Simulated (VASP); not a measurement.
# Au3C in VASP: a series of runs, part 2 of 2

VASP 6.6.1. Earlier steps stand in the parts before.

## 5. Single point, PBE

File INCAR:

```
PREC = Accurate ; ENCUT = 520
EDIFF = 1E-6 ; ISMEAR = 0
SIGMA = 0.1 ; LREAL = F
LASPH = T ; NELM = 60
ALGO = Normal ; ISIF = 2
LWAVE = F ; LCHARG = F
LDIPOL = T ; IDIPOL = 3
DIPOL = 0.5 0.5 0.359 ; GGA = PE
NBANDS = 26
```

File KPOINTS:

```
regular mesh
0
Gamma
  9 9 1
```

File POSCAR:

```
Au3C
1.0
    2.9402049748      0.0000000000      0.0000000000
   -1.4701024874      2.5462922005      0.0000000000
    0.0000000000      0.0000000000     21.8974947720
Au C
3 1
Direct
    0.6666666667      0.3333333333      0.1826692981
    0.3333333333      0.6666666667      0.2945190844
    0.0000000000      0.0000000000      0.4063247812
    0.4444444444     -0.4444444444      0.5510901999
```

Potentials or basis: VASP PAW PBE potentials, release 64 (Au, C).

The run is started by

```bash
cat potpaw_PBE.64/Au/POTCAR potpaw_PBE.64/C/POTCAR > POTCAR
mpirun -np 1 vasp_std > vasp.out
```

OUTCAR:

```text
PREC = Accurate
   ENCUT = 520
   EDIFF = 1E-6
   ISMEAR = 0
   LREAL = F
   LASPH = T
   NELM = 60
   ISIF = 2
   GGA = PE

 ion  position               nearest neighbor table
   1  0.667  0.333  0.183-   2 2.98   2 2.98   2 2.98
   2  0.333  0.667  0.295-   3 2.98   3 2.98   3 2.98   1 2.98   1 2.98   1 2.98
   3  0.000  0.000  0.406-   2 2.98   2 2.98   2 2.98
   4  0.444  0.556  0.551-

  LATTYP: Found a hexagonal cell.
 ALAT       =     2.9402049748
 C/A-ratio  =     7.4476082313

  Lattice vectors:

 A1 = (   2.9402049748,   0.0000000000,   0.0000000000)
 A2 = (  -1.4701024874,   2.5462922005,   0.0000000000)
 A3 = (   0.0000000000,   0.0000000000,  21.8974947720)

Analysis of symmetry for initial positions (statically):
=====================================================================
 Subroutine PRICEL returns:
 Original cell was already a primitive cell.

 Routine SETGRP: Setting up the symmetry group for a
 hexagonal supercell.

 Subroutine GETGRP returns: Found  2 space group operations
 (whereof  2 operations were pure point group operations)
 out of a pool of 24 trial point group operations.

The static configuration has the point symmetry C_1h.

Analysis of symmetry for dynamics (positions and initial velocities):
=====================================================================
 Subroutine PRICEL returns:
 Original cell was already a primitive cell.

 Routine SETGRP: Setting up the symmetry group for a
 hexagonal supercell.

 Subroutine GETGRP returns: Found  2 space group operations
 (whereof  2 operations were pure point group operations)
 out of a pool of 24 trial point group operations.

The dynamic configuration has the point symmetry C_1h.

 Subroutine INISYM returns: Found  2 space group operations
 (whereof  2 operations are pure point group operations),
 and found     1 'primitive' translations

[... 122 lines left out ...]
   GGA     = PE    functional components
   LHFCALC =     F    Hartree Fock is set to
   AEXX    =    0.0000 exact exchange contribution
   IVDW    =     0    specifies the selected vdW correction
   LEPSILON=     F    determine dielectric tensor
   LRPA    =     F    only Hartree local field effects (RPA)
 non-spin polarized calculation
 Gauss-broadening in eV      SIGMA  =   0.10
  energy-cutoff  :      520.00
  volume of cell :      163.94
 maximum number of plane-waves:      4481
 NGX is ok and might be reduce to    24
   NGX = 11   NGY = 11   NGZ = 81

 dipolmoment           0.000000      0.000000     -0.000029 electrons x Angstroem

 number of electron      36.9999997 magnetization

 dipolmoment           0.000000      0.000000      0.023326 electrons x Angstroem

 Free energy of the ion-electron system (eV)
  ---------------------------------------------------
  ext. energy  EPLUGINS =         0.00000000
  ---------------------------------------------------
  free energy    TOTEN  =       -11.49101871 eV

  energy without entropy =      -11.46580917  energy(sigma->0) =      -11.47841394

 E-fermi :  -0.4884     XC(G=0):  -5.8505

 val. band max:       -0.5050976022   @ k =  -0.2222   0.4444   0.0000
 cond. band min:      -0.4865451048   @ k =   0.2222   0.2222   0.0000
 fundamental gap:      0.0185524974
 Fermi energy:        -0.4883823811

 k-point     1 :       0.0000    0.0000    0.0000
  band No.  band energies     occupation
      1     -10.2446      2.00000
      2      -8.6663      2.00000
      3      -7.2569      2.00000
      4      -6.8241      2.00000
      5      -4.6001      2.00000
      6      -4.4175      2.00000
[... 685 lines left out ...]
     25       5.9587      0.00000
     26       6.9809      0.00000

 [... further k-points ...]

------------------------ aborting loop because EDIFF is reached ----------------------------------------

 vacuum level on the upper side and lower side of the slab       (xc-potential included)         0.268        -0.282

  FORCE on cell =-STRESS in cart. coord.  units (eV):
  Direction    XX          YY          ZZ          XY          YZ          ZX
  --------------------------------------------------------------------------------------
  -------------------------------------------------------------------------------------
  Total       -5.8164359     -5.9316761     -2.5357384     -0.0998010     -0.0100944      0.0174841
  in kB      -56.8443428    -57.9705917    -24.7819081     -0.9753602     -0.0986534      0.1708728
  external PRESSURE =     -46.5322809 kB  Pullay stress =       0.0000000 kB

 VOLUME and BASIS-vectors are now :
 -----------------------------------------------------------------------------
  energy-cutoff  :      520.00
  volume of cell :      163.94
      direct lattice vectors                 reciprocal lattice vectors
     2.940204975  0.000000000  0.000000000     0.340112342  0.196363952  0.000000000
    -1.470102487  2.546292200  0.000000000     0.000000000  0.392727904  0.000000000
     0.000000000  0.000000000 21.897494772     0.000000000  0.000000000  0.045667325

 POSITION                                       TOTAL-FORCE (eV/Angst)
 -----------------------------------------------------------------------------------
      1.47010      0.84876      4.00000         0.000476     -0.000275      0.143582
     -0.00000      1.69753      6.44923         0.000369     -0.000213      0.079198
      0.00000      0.00000      8.89749        -0.007366      0.004253      0.279484
      0.49003      1.41461     12.06749         0.006521     -0.003765     -0.502264
 -----------------------------------------------------------------------------------
    total drift:                               -0.000057      0.000033     -0.000304

  FREE ENERGIE OF THE ION-ELECTRON SYSTEM (eV)
  ---------------------------------------------------
  free  energy   TOTEN  =       -11.4910187108 eV

  energy  without entropy=      -11.4658091710  energy(sigma->0) =      -11.47841394

 vacuum level on the upper side and lower side of the slab         5.430         4.867
```

stdout:

```text
POSCAR found type information on POSCAR AuC
 POSCAR found :  2 types and       4 ions
 scaLAPACK will be used
 LDA part: xc-table for (Slater+PW92), standard interpolation
 POSCAR, INCAR and KPOINTS ok, starting setup
 FFT: planning ... GRIDC
 FFT: planning ... GRID_SOFT
 FFT: planning ... GRID
 WAVECAR not read
 entering main loop
```

Wall time 3.3 min (1 thread of Oxide Virtual Turin-like, shared host); peak memory 0.31 GiB.

What came out:

```yaml
Free_energy: -11.4910 eV
Largest_force: 0.502 eV/Å
```

Forces in eV/Å, atoms in the order of the input:
```
Au   0.000  0.000  0.144
Au   0.000  0.000  0.079
Au  -0.007  0.004  0.279
C    0.007 -0.004 -0.502
```

Levels at points of the mesh, in eV from the Fermi level:
```
           k point  band 17  band 18  band 19  band 20  band 21  band 22
(0.00, 0.00, 0.00)    -1.85    -1.79    -1.78    -0.49     1.45     2.66
```

Caveat: spin-orbit coupling is left out, which moves the levels of the heavy elements.

## 6. Single point, PBE

File INCAR:

```
SYSTEM = Au3C
ALGO     = Normal         ! electronic algorithm
DIPOL    = 0.5 0.5 0.340
EDIFF    = 1E-6           ! SCF threshold, eV
ENCUT    = 520            ! plane-wave cutoff, eV
GGA      = PE             ! functional
IDIPOL   = 3            
ISIF     = 2              ! what is computed and relaxed
ISMEAR   = 0              ! smearing method
LASPH    = .True.         ! aspherical terms in the spheres
LCHARG   = .False.        ! write CHGCAR
LDIPOL   = .True.       
LREAL    = .False.        ! projectors in reciprocal space
LWAVE    = .False.        ! write WAVECAR
NBANDS   = 26             ! bands
NELM     = 100            ! most SCF steps
PREC     = Accurate       ! precision mode
SIGMA    = 0.1            ! smearing width, eV
```

File KPOINTS:

```
k-points
0
Gamma
  9 9 1
  0 0 0
```

Changes to POSCAR since step 5:

```diff
@@ -11,2 +11,2 @@
     0.0000000000      0.0000000000      0.4063247812
-    0.4444444444     -0.4444444444      0.5510901999
+    0.8888888889     -0.8888888889      0.4771091342
```

Potentials or basis: VASP PAW PBE potentials, release 64 (Au, C).

The run is started by

```bash
cat potpaw_PBE.64/Au/POTCAR potpaw_PBE.64/C/POTCAR > POTCAR
mpirun -np 1 vasp_std > vasp.out
```

Wall time 6.3 min (1 thread of Oxide Virtual Turin-like, shared host); peak memory 0.31 GiB.

It converged, with:

| Property | Result |
| --- | --- |
| Free energy | -11.8504 eV |
| Largest force | 9.924 eV/Å |

Forces on the atoms (eV/Å):
```
Au  -0.005  0.003 -0.009
Au   0.029 -0.017 -0.183
Au   2.567 -1.482 -9.270
C   -2.591  1.496  9.462
```

Levels at points of the mesh, in eV from the Fermi level:
```csv
k point,band 16,band 17,band 18,band 19,band 20,band 21,band 22,band 23
"(0.00, 0.00, 0.00)",-2.79,-2.00,-1.98,-1.87,0.06,2.09,2.43,4.84
```

Caveat: spin-orbit coupling is left out, which moves the levels of the heavy elements.
